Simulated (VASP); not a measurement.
# Cl (Pmmm) in VASP: notebook

Cl is run at these levels: PBE; tasks: single point, relaxation of cell and atoms.

Program: VASP 6.6.1. These are calculated values, not measurements. Logs are shortened: lines on timing, memory, paths and dates and some standing lists are left out, and cuts for length are marked.

## Step 1: The cell of the first run

Symmetry: Pmmm, No. 47, orthorhombic system. The conventional cell has a = 2.250 Å, b = 2.768 Å, c = 5.011 Å, α = 90.00°, β = 90.00°, γ = 90.00°. Cl (site symmetry mmm) has 4 Cl at 2.25 to 2.77 Å within 3.0 Å.

The cell was generated, and may not be a known phase.

## Step 2: Single point, PBE

Contents of INCAR:

```
  PREC = Accurate
  ENCUT = 500
  EDIFF = 1E-6
  ISMEAR = 0
  SIGMA = 0.1
  LREAL = F
  LASPH = T
  NELM = 120
  ALGO = Normal
  ISIF = 2
  LWAVE = F
  LCHARG = F
  GGA = PE
  NBANDS = 10
  GGA_COMPAT = F
```

Contents of KPOINTS:

```
Automatic mesh
0
Gamma
  8 6 4
```

Contents of POSCAR:

```
Cl
1.0
    2.2498388800      0.0000000000      0.0000000000
    0.0000000000      2.7675964500      0.0000000000
    0.0000000000      0.0000000000      5.0112368700
Cl
1
Direct
    0.0000000000      0.0000000000      0.5000000000
```

Potentials or basis: VASP PAW PBE potentials, release 64 (Cl).

On the command line:

```console
$ cat potpaw_PBE.64/Cl/POTCAR > POTCAR
$ mpirun -np 1 vasp_std > vasp.out
```

OUTCAR:

```text
PREC = Accurate
   ENCUT = 500
   EDIFF = 1E-6
   ISMEAR = 0
   LREAL = F
   LASPH = T
   NELM = 120
   ISIF = 2
   GGA = PE

 ion  position               nearest neighbor table
   1  0.000  0.000  0.500-

  LATTYP: Found a simple orthorhombic cell.
 ALAT       =     2.2498388800
 B/A-ratio  =     1.2301309550
 C/A-ratio  =     2.2273758866

  Lattice vectors:

 A1 = (   2.2498388800,   0.0000000000,   0.0000000000)
 A2 = (   0.0000000000,   2.7675964500,   0.0000000000)
 A3 = (   0.0000000000,   0.0000000000,   5.0112368700)

Analysis of symmetry for initial positions (statically):
=====================================================================
 Subroutine PRICEL returns:
 Original cell was already a primitive cell.

 Routine SETGRP: Setting up the symmetry group for a
 simple orthorhombic supercell.

 Subroutine GETGRP returns: Found  8 space group operations
 (whereof  8 operations were pure point group operations)
 out of a pool of  8 trial point group operations.

The static configuration has the point symmetry D_2h.

Analysis of symmetry for dynamics (positions and initial velocities):
=====================================================================
 Subroutine PRICEL returns:
 Original cell was already a primitive cell.

 Routine SETGRP: Setting up the symmetry group for a
 simple orthorhombic supercell.

 Subroutine GETGRP returns: Found  8 space group operations
 (whereof  8 operations were pure point group operations)
 out of a pool of  8 trial point group operations.

The dynamic configuration has the point symmetry D_2h.

 Subroutine INISYM returns: Found  8 space group operations
 (whereof  8 operations are pure point group operations),
 and found     1 'primitive' translations

----------------------------------------------------------------------------------------

                                     Primitive cell

  volume of cell :      31.2032

  direct lattice vectors                    reciprocal lattice vectors
     2.249838880  0.000000000  0.000000000     0.444476273  0.000000000  0.000000000
     0.000000000  2.767596450  0.000000000     0.000000000  0.361324354  0.000000000
     0.000000000  0.000000000  5.011236870     0.000000000  0.000000000  0.199551533

  length of vectors
     2.249838880  2.767596450  5.011236870     0.444476273  0.361324354  0.199551533

  position of ions in fractional coordinates (direct lattice)
     0.000000000  0.000000000  0.500000000

  ion indices of the primitive-cell ions
   primitive index   ion index
                 1           1

----------------------------------------------------------------------------------------

 KPOINTS: Automatic mesh

Automatic generation of k-mesh.
 Grid dimensions read from file:
 generate k-points for:    8    6    4

 Generating k-lattice:

  Cartesian coordinates                     Fractional coordinates (reciprocal lattice)
     0.055559534  0.000000000  0.000000000     0.125000000  0.000000000  0.000000000
     0.000000000  0.060220726  0.000000000     0.000000000  0.166666667  0.000000000
     0.000000000  0.000000000  0.049887883     0.000000000  0.000000000  0.250000000

  Length of vectors
     0.055559534  0.060220726  0.049887883

  Shift w.r.t. Gamma in fractional coordinates (k-lattice)
     0.000000000  0.000000000  0.000000000

 Subroutine IBZKPT returns following result:
 ===========================================

 Found     60 irreducible k-points:

 Following reciprocal coordinates:
            Coordinates               Weight
  0.000000  0.000000  0.000000      1.000000
  0.125000  0.000000  0.000000      2.000000
  0.250000  0.000000  0.000000      2.000000
  0.375000  0.000000  0.000000      2.000000
  0.500000  0.000000  0.000000      1.000000
  0.000000  0.166667  0.000000      2.000000
[... 16 lines left out ...]
  0.250000  0.000000  0.250000      4.000000
  0.375000  0.000000  0.250000      4.000000
 [... further k-points ...]
   k-points           NKPTS =     60   k-points in BZ     NKDIM =     60   number of bands    NBANDS=     10
   number of dos      NEDOS =    301   number of ions     NIONS =      1
   total plane-waves  NPLWV =  12800
   dimension x,y,z NGX =    16 NGY =   20 NGZ =   40
   dimension x,y,z NGXF=    32 NGYF=   40 NGZF=   80
   ions per type =               1
   NGX,Y,Z   is equivalent  to a cutoff of  11.82, 12.01, 13.27 a.u.
   NGXF,Y,Z  is equivalent  to a cutoff of  23.65, 24.03, 26.54 a.u.
 SYSTEM =  unknown system
   PREC   = accura    normal or accurate (medium, high low for compatibility)
   ISTART =      0    job   : 0-new  1-cont  2-samecut
   ICHARG =      2    charge: 1-file 2-atom 10-const
   ISPIN  =      1    spin polarized calculation?
   LNONCOLLINEAR =      F non collinear calculations
   LSORBIT =      F    spin-orbit coupling
   LASPH  =      T    aspherical Exc in radial PAW
   ENCUT  =  500.0 eV  36.75 Ry    6.06 a.u.   4.10  5.05  9.14*2*pi/ulx,y,z
   NELM   =    120;   NELMIN=  2; NELMDL= -5     # of ELM steps
   EDIFF  = 0.1E-05   stopping-criterion for ELM
   LREAL  =      F    real-space projection
   EDIFFG = 0.1E-04   stopping-criterion for IOM
   NSW    =      0    number of steps for IOM
   IBRION =     -1    ionic relax: 0-MD 1-quasi-New 2-CG
   NFREE  =      0    steps in history (QN), initial steepest desc. (CG)
   ISIF   =      2    stress and relaxation
   ISYM   =      2    0-nonsym 1-usesym 2-fastsym
   POTIM  = 0.5000    time-step for ionic-motion
   TEBEG  =    0.0;   TEEND  =   0.0 temperature during run
   PSTRESS=    0.0 pullay stress
   NELECT =       7.0000    total number of electrons
   NUPDOWN=      -1.0000    fix difference up-down
   EMIN   =  10.00;   EMAX   =-10.00  energy-range for DOS
   EFERMI =   0.00;   METHOD = LEGACY
   ISMEAR =     0;   SIGMA  =   0.10  broadening in eV -4-tet -1-fermi 0-gaus
   EFERMI_NEDOS =   21; number of points for ismear=-14 and -15
   IALGO  =     38    algorithm
   IMIX   =      4    mixing-type and parameters
     AMIX     =   0.40;   BMIX     =  1.00
     AMIX_MAG =   1.60;   BMIX_MAG =  1.00
  volume/ion in A,a.u.               =      31.20       210.57
  Fermi-wavevector in a.u.,A,eV,Ry     =   0.994736  1.879778 13.462959  0.989500
  Thomas-Fermi vector in A             =   2.126708
   LORBIT       =      0    0 simple, 1 ext, 2 COOP (PROOUT), +10 PAW based schemes
   GGA     = PE    functional components
   LHFCALC =     F    Hartree Fock is set to
   AEXX    =    0.0000 exact exchange contribution
   IVDW    =     0    specifies the selected vdW correction
   LEPSILON=     F    determine dielectric tensor
   LRPA    =     F    only Hartree local field effects (RPA)
 non-spin polarized calculation
 Gauss-broadening in eV      SIGMA  =   0.10
  energy-cutoff  :      500.00
  volume of cell :       31.20
 maximum number of plane-waves:       808
   NGX =  9   NGY = 11   NGZ = 19

 number of electron       6.9999998 magnetization

 Free energy of the ion-electron system (eV)
  ---------------------------------------------------
  ext. energy  EPLUGINS =         0.00000000
  ---------------------------------------------------
  free energy    TOTEN  =        -1.52943784 eV

  energy without entropy =       -1.52611036  energy(sigma->0) =       -1.52777410

 E-fermi :  -0.1537     XC(G=0):  -7.0417

 val. band max:       -0.4759712153   @ k =   0.5000   0.5000   0.0000
 cond. band min:      -0.1363044230   @ k =   0.2500   0.0000   0.0000
 fundamental gap:      0.3396667923
 Fermi energy:        -0.1536667498

 k-point     1 :       0.0000    0.0000    0.0000
  band No.  band energies     occupation
      1     -17.8489      2.00000
      2      -4.5945      2.00000
      3      -1.1689      2.00000
      4       4.1087      0.00000
      5       4.4573      0.00000
      6       8.8657      0.00000
      7      13.5450      0.00000
      8      13.6482      0.00000
      9      16.4807      0.00000
     10      18.4293      0.00000

 k-point     2 :       0.1250    0.0000    0.0000
  band No.  band energies     occupation
      1     -17.4629      2.00000
      2      -4.2583      2.00000
      3      -0.8920      2.00000
      4       1.4906      0.00000
      5       4.9367      0.00000
      6       9.4957      0.00000
      7      13.5936      0.00000
      8      16.0567      0.00000
      9      16.8337      0.00000
     10      19.1070      0.00000

 k-point     3 :       0.2500    0.0000    0.0000
  band No.  band energies     occupation
      1     -16.3396      2.00000
      2      -3.3137      2.00000
      3      -2.7175      2.00000
      4      -0.1363      0.80604
      5       6.3028      0.00000
      6      10.7780      0.00000
      7      12.3151      0.00000
      8      17.3677      0.00000
      9      17.8229      0.00000
     10      17.9201      0.00000

 k-point     4 :       0.3750    0.0000    0.0000
  band No.  band energies     occupation
      1     -14.6654      2.00000
      2      -6.4532      2.00000
      3      -2.0540      2.00000
      4       0.8028      0.00000
      5       8.5622      0.00000
      6       9.3896      0.00000
      7      12.5536      0.00000
      8      14.7023      0.00000
      9      15.8108      0.00000
     10      18.5118      0.00000
[... 222 lines left out ...]
 k-point    22 :       0.1250    0.0000    0.2500
  band No.  band energies     occupation
      1     -17.4600      2.00000
      2      -4.3552      2.00000
      3      -0.8908      2.00000
      4       1.4921      0.00000
      5       5.7546      0.00000
      6       9.4412      0.00000
      7      11.6188      0.00000
      8      16.6040      0.00000
      9      16.6866      0.00000
     10      18.3757      0.00000

 k-point    23 :       0.2500    0.0000    0.2500
  band No.  band energies     occupation
      1     -16.3368      2.00000
      2      -3.3976      2.00000
      3      -2.7157      2.00000
      4      -0.1352      0.79437
      5       7.0404      0.00000
      6      10.7108      0.00000
      7      11.8412      0.00000
      8      15.0115      0.00000
      9      17.6910      0.00000
     10      17.9358      0.00000

 k-point    24 :       0.3750    0.0000    0.2500
  band No.  band energies     occupation
      1     -14.6629      2.00000
      2      -6.4507      2.00000
      3      -2.1144      2.00000
      4       0.8035      0.00000
      5       8.4228      0.00000
      6      10.1851      0.00000
      7      12.5736      0.00000
      8      14.7081      0.00000
      9      15.6364      0.00000
     10      16.7836      0.00000

 [... further k-points ...]

------------------------ aborting loop because EDIFF is reached ----------------------------------------

  FORCE on cell =-STRESS in cart. coord.  units (eV):
  Direction    XX          YY          ZZ          XY          YZ          ZX
  --------------------------------------------------------------------------------------
  -------------------------------------------------------------------------------------
  Total        1.6175680      2.1604767     -0.0308938      0.0000000      0.0000000      0.0000000
  in kB       83.0565738    110.9330765     -1.5862922      0.0000000      0.0000000      0.0000000
  external PRESSURE =      64.1344527 kB  Pullay stress =       0.0000000 kB

 VOLUME and BASIS-vectors are now :
 -----------------------------------------------------------------------------
  energy-cutoff  :      500.00
  volume of cell :       31.20
      direct lattice vectors                 reciprocal lattice vectors
     2.249838880  0.000000000  0.000000000     0.444476273  0.000000000  0.000000000
     0.000000000  2.767596450  0.000000000     0.000000000  0.361324354  0.000000000
     0.000000000  0.000000000  5.011236870     0.000000000  0.000000000  0.199551533

 POSITION                                       TOTAL-FORCE (eV/Angst)
 -----------------------------------------------------------------------------------
      0.00000      0.00000      2.50562         0.000000      0.000000      0.000000
 -----------------------------------------------------------------------------------
    total drift:                               -0.000000     -0.000000      0.000000

  FREE ENERGIE OF THE ION-ELECTRON SYSTEM (eV)
  ---------------------------------------------------
  free  energy   TOTEN  =        -1.5294378419 eV

  energy  without entropy=       -1.5261103647  energy(sigma->0) =       -1.52777410
```

It took 16 s on 1 thread of Oxide Virtual Turin-like, shared host; peak memory 0.1 GiB.

Results:

| Quantity | Value |
| --- | --- |
| Free energy | -1.5294 eV |
| Pressure | 6.4 GPa |
| Band gap on the k mesh | zero (an odd number of electrons rules out a gap without spin polarisation) |

Caveat: the k points lie up to 0.38 Å⁻¹ apart, too coarse for converged energies and pressures of a metal; an odd number of electrons without spin polarisation forces a metal; a magnetic or distorted state may lie lower.

## Step 3: Single point, PBE

This run uses another cell than the first one, of 34.32 Å³/atom.

Contents of INCAR:

```
PREC = Accurate ; ENCUT = 500
EDIFF = 1E-6 ; ISMEAR = 0
SIGMA = 0.1 ; LREAL = F
LASPH = T ; NELM = 120
ALGO = Normal ; ISIF = 2
LWAVE = F ; LCHARG = F
GGA = PE ; NBANDS = 10
GGA_COMPAT = F
```

KPOINTS is that of step 2.

Contents of POSCAR:

```
Cl
1.0
    2.3155353371      0.0000000000      0.0000000000
    0.0000000000      3.3638250995      0.0000000000
    0.0000000000      0.0000000000      4.4064378366
Cl
1
Direct
    0.0000000000      0.0000000000      0.5000000000
```

Potentials or basis: VASP PAW PBE potentials, release 64 (Cl).

On the command line:

```console
$ cat potpaw_PBE.64/Cl/POTCAR > POTCAR
$ mpirun -np 1 vasp_std > vasp.out
```

Wall time 21 s (1 thread of Oxide Virtual Turin-like, shared host); peak memory 0.11 GiB.

Results (log left out):

```yaml
Free_energy: -1.7085 eV
Pressure: -0.2 GPa
Band_gap_on_the_k_mesh: zero (an odd number of electrons rules out a gap without spin polarisation)
```

Stress tensor (GPa, compression positive):
```
-0.38  0.00  0.00
 0.00 -0.10  0.00
 0.00  0.00 -0.17
```

Levels at points of the mesh, in eV from the Fermi level:
| k point | band 1 | band 2 | band 3 | band 4 | band 5 | band 6 | band 7 |
| --- | --- | --- | --- | --- | --- | --- | --- |
| (0.00, 0.00, 0.00) | -15.99 | -2.82 | -1.84 | 4.50 | 5.69 | 9.14 | 14.35 |
| (0.50, 0.00, 0.00) | -12.20 | -6.50 | -0.11 | 0.54 | 10.05 | 12.06 | 12.23 |
| (0.00, 0.50, 0.00) | -15.69 | -4.00 | -2.47 | 4.60 | 8.51 | 9.94 | 10.24 |
| (0.50, 0.50, 0.00) | -11.93 | -6.24 | -1.00 | 0.11 | 8.05 | 10.84 | 14.44 |
| (0.00, 0.00, 0.50) | -15.96 | -3.29 | -1.82 | 4.51 | 8.29 | 8.81 | 12.79 |
| (0.50, 0.00, 0.50) | -12.19 | -6.47 | -0.35 | 0.56 | 8.59 | 12.14 | 13.92 |
| (0.00, 0.50, 0.50) | -15.67 | -3.93 | -2.83 | 4.61 | 7.27 | 12.18 | 13.26 |
| (0.50, 0.50, 0.50) | -11.92 | -6.22 | -0.97 | -0.08 | 8.30 | 9.77 | 12.94 |

Caveat: an odd number of electrons without spin polarisation forces a metal; a magnetic or distorted state may lie lower.

## Step 4: Relaxation of cell and atoms, PBE

Contents of INCAR:

```
SYSTEM = Cl
ALGO = Normal ; EDIFF = 1E-7
EDIFFG = -0.04 ; ENCUT = 500
GGA = PE ; GGA_COMPAT = .FALSE.
IBRION = 2 ; ISIF = 3
ISMEAR = 0 ; LASPH = .TRUE.
LCHARG = .FALSE. ; LREAL = .FALSE.
LWAVE = .FALSE. ; NELM = 120
NELMIN = 4 ; NSW = 90
PREC = Accurate ; SIGMA = 0.1
```

Contents of KPOINTS:

```
k-points
0
G
  8 6 4
  0 0 0
```

Contents of POSCAR:

```
Cl
1.0
    2.2498388800      0.0000000000      0.0000000000
    0.0000000000      2.7675964500      0.0000000000
    0.0000000000      0.0000000000      5.0112368700
Cl
1
Direct
    0.0000000000      0.0000000000      0.5000000000
```

On the command line:

```console
$ cat potpaw_PBE.64/Cl/POTCAR > POTCAR
$ mpirun -np 1 vasp_std > vasp.out
```

Wall time 46 s (1 thread of Oxide Virtual Turin-like, shared host); peak memory 0.1 GiB.

The run converged. Its results:

```yaml
Free_energy: -1.7031 eV
Relaxed_volume: 38.12 Å³/atom
Relaxed_cell: a = 2.311 Å, b = 3.315 Å, c = 4.976 Å, α = 90.00°, β = 90.00°, γ = 90.00°
Space_group_after_relaxing_to_0.1_Å: Pmmm (No. 47)
Energy_gained_by_relaxing: 173.7 meV/atom
Ionic_steps: 9
Pressure_after_relaxing: 0.0 GPa
Band_gap_on_the_k_mesh: zero (an odd number of electrons rules out a gap without spin polarisation)
```

Stress tensor (GPa, compression positive):
```
 0.11  0.00  0.00
 0.00  0.02  0.00
 0.00  0.00 -0.13
```

Step by step:
```csv
step,energy change (eV),largest force (eV/Å),pressure (GPa),volume (Å³)
1,0.0000,0.0000,6.43,31.20
2,-0.1075,0.0000,-1.65,37.10
3,-0.1167,0.0000,-0.33,35.53
4,-0.1642,0.0000,0.54,36.23
5,-0.1669,0.0000,0.89,36.39
6,-0.1669,0.0000,0.97,36.42
7,-0.1734,0.0000,-0.03,37.88
8,-0.1734,0.0000,-0.14,38.05
9,-0.1737,0.0000,0.00,38.12
```

Final structure:
```
Cl
1.0
     2.31091    0.00000    0.00000
     0.00000    3.31493    0.00000
     0.00000    0.00000    4.97612
Cl
1
Cartesian
  0.0000 3.3149 2.4881
```

Levels at points of the mesh, in eV from the Fermi level:
```
           k point  band 1  band 2  band 3  band 4  band 5  band 6  band 7
(0.00, 0.00, 0.00)  -16.05   -3.01   -1.78    4.53    5.55    9.04   13.67
(0.50, 0.00, 0.00)  -12.23   -6.56   -0.21    0.60    9.60   12.18   12.65
(0.00, 0.50, 0.00)  -15.71   -4.10   -2.60    4.64    8.49    9.17    9.95
(0.50, 0.50, 0.00)  -11.92   -6.28   -1.08    0.05    8.02   10.54   14.25
(0.00, 0.00, 0.50)  -16.04   -3.22   -1.78    4.53    7.88    8.00   11.26
(0.50, 0.00, 0.50)  -12.22   -6.55   -0.30    0.60    8.76   12.22   13.86
(0.00, 0.50, 0.50)  -15.71   -4.08   -2.74    4.64    7.39   11.16   12.12
(0.50, 0.50, 0.50)  -11.92   -6.27   -1.07   -0.01    8.13   10.01   13.12
```

Caveat: the k points lie up to 0.34 Å⁻¹ apart in the final cell, too coarse for converged energies and pressures of a metal; the volume moved by over 15 % at a fixed basis, so the end points are rough; an odd number of electrons without spin polarisation forces a metal; a magnetic or distorted state may lie lower.

(Part 1 of 2 ends here.)

The gap in the log of VASP goes by the Fermi energy; the results here count the filled bands.